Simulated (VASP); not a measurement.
Here is a VASP 6.6.1 calculation.

File INCAR:

```
SYSTEM = Si2Br3
PREC = Accurate
ENCUT = 520
EDIFF = 1E-6
ISMEAR = 0
SIGMA = 0.1
LREAL = .False.
LASPH = .True.
NELM = 60
ALGO = Normal
ISIF = 2
LWAVE = .False.
LCHARG = .True.
GGA = PE
LELF = .True.
LVHAR = .True.
NBANDS = 22
```

File KPOINTS:

```
Automatic mesh
0
Gamma
  8 8 8
  0 0 0
```

Contents of POSCAR:

```
Si2Br3
1.0
    5.5435255429      0.0000000000      0.0000000000
    0.0000000000      5.5435255429      0.0000000000
    0.0000000000      0.0000000000      5.1796234064
Si Br
2 3
Direct
    0.0000000000      0.0000000000      0.5000000000
    0.5000000000      0.5000000000      0.5000000000
    0.0000000000      0.0000000000      0.0000000000
    0.0000000000      0.5000000000      0.0000000000
    0.5000000000      0.0000000000      0.0000000000
```

Potentials or basis: VASP PAW PBE potentials, release 64 (Si, Br).

The run is started by

```console
$ cat potpaw_PBE.64/Si/POTCAR potpaw_PBE.64/Br/POTCAR > POTCAR
$ mpirun -np 1 vasp_std > vasp.out
```

What does it give for the band gap on the k mesh?

Zero (an odd number of electrons rules out a gap without spin polarisation).

Estimate the pressure.

0.0 GPa.

Caveat: an odd number of electrons without spin polarisation forces a metal; a magnetic or distorted state may lie lower.
